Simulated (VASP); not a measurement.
## Rb3Sn: single point with PBE

The system is Rb3Sn.

```
Rb Sn
1.0
     0.00000    4.65858    4.65858
     4.65858    0.00000    4.65858
     4.65858    4.65858    0.00000
Rb Sn
3 1
Direct
  0.25000 0.25000 0.25000
  0.75000 0.75000 0.75000
  0.50000 0.50000 0.50000
  0.00000 0.00000 0.00000
```

```
Program             : VASP 6.6.1
Task                : single point
Functional          : PBE
Potentials or basis : VASP PAW PBE potentials, release 64 (Rb_sv, Sn_d)
Cutoff              : 520 eV
k mesh              : 2 × 2 × 2
Occupations         : fermi-dirac, width 0.0082 eV
Spin                : collinear spin
Starting moments    : [0.0, 0.0, 0.0, 0.64] μB
```

```json
{
 "Net moment": "2.25 μB per cell",
 "Site moments": "Rb +0.03, +0.02 (each value once); Sn +0.67 μB",
 "Valence electrons inside the program's atomic spheres": "Rb 7.29, 7.28 (each value once); Sn 12.08"
}
```

Levels at points of the mesh, in eV from the Fermi level:
Spin up:
| k point | band 19 | band 20 | band 21 | band 22 | band 23 | band 24 |
| --- | --- | --- | --- | --- | --- | --- |
| (0.00, 0.00, 0.00) | -0.76 | -0.76 | -0.76 | -0.09 | 1.75 | 1.75 |
| (0.50, 0.00, 0.00) | -1.67 | -0.83 | -0.83 | 1.55 | 2.34 | 2.55 |
| (0.50, 0.50, 0.00) | -1.57 | -0.71 | -0.71 | 0.78 | 1.15 | 3.10 |
Spin down:
| k point | band 15 | band 16 | band 17 | band 18 | band 19 | band 20 | band 21 | band 22 | band 23 | band 24 |
| --- | --- | --- | --- | --- | --- | --- | --- | --- | --- | --- |
| (0.00, 0.00, 0.00) | -12.18 | -12.18 | -12.18 | -5.98 | 0.09 | 0.27 | 0.27 | 0.27 | 2.09 | 2.09 |
| (0.50, 0.00, 0.00) | -12.23 | -12.20 | -12.20 | -5.81 | -0.95 | 0.19 | 0.19 | 1.81 | 2.53 | 2.90 |
| (0.50, 0.50, 0.00) | -12.19 | -12.19 | -12.18 | -5.79 | -0.77 | 0.34 | 0.34 | 1.01 | 1.35 | 3.35 |

Run time: 3.8 min on 1 thread of Intel Xeon 8259CL (shared host), peak memory 0.43 GiB.

Caveat: the k points lie up to 0.58 Å⁻¹ apart; the cell carries a net charge on a neutralising background, which shifts energy and pressure; the cell is charged against a uniform background, so pressure and absolute levels hang on convention; spin-orbit coupling is left out, which moves the levels of the heavy elements.
